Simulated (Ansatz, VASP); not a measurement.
MgS in VASP and in Ansatz

```
Mg S
1.0
    -0.06439    2.60152    2.60152
     2.60152   -0.06439    2.60152
     2.53713    2.53713    0.00000
Mg S
1 1
Direct
  0.00000 0.00000 0.00000
  0.50000 0.50000 0.50000
```

Change from the starting cell: shear_xy strain -5.0%.

Alike in both runs: task single point; functional HSE06; k mesh 6 × 6 × 6; no spin polarisation.

|  | VASP | Ansatz |
| --- | --- | --- |
| version | VASP 6.6.1 | Ansatz 0.2.0 |
| potentials or method | VASP PAW PBE potentials, release 64 (Mg, S) | plane waves, PAW |
| plane-wave cutoff (eV) | 520 | 420 |
| occupations | gaussian, width 0.01 eV | fixed |
| valence electrons in the cell | 8 | 16 |

Ansatz gave:

* gap on the k mesh at the Fermi level (eV): 3.46
* pressure (GPa): -0.3
* traceless stress, the component that is largest in VASP (GPa): 2.89

Problem. Which values does VASP return?

Solution. gap on the k mesh at the Fermi level (eV): 3.41; pressure (GPa): -0.7; traceless stress, the component that is largest in VASP (GPa): 2.89.

VASP's potentials hold 8 valence electrons a cell and Ansatz's 16, so a difference there can come from the potentials and not from the codes. Ansatz's warnings: stress exchange threshold loose, stress scf threshold loose.
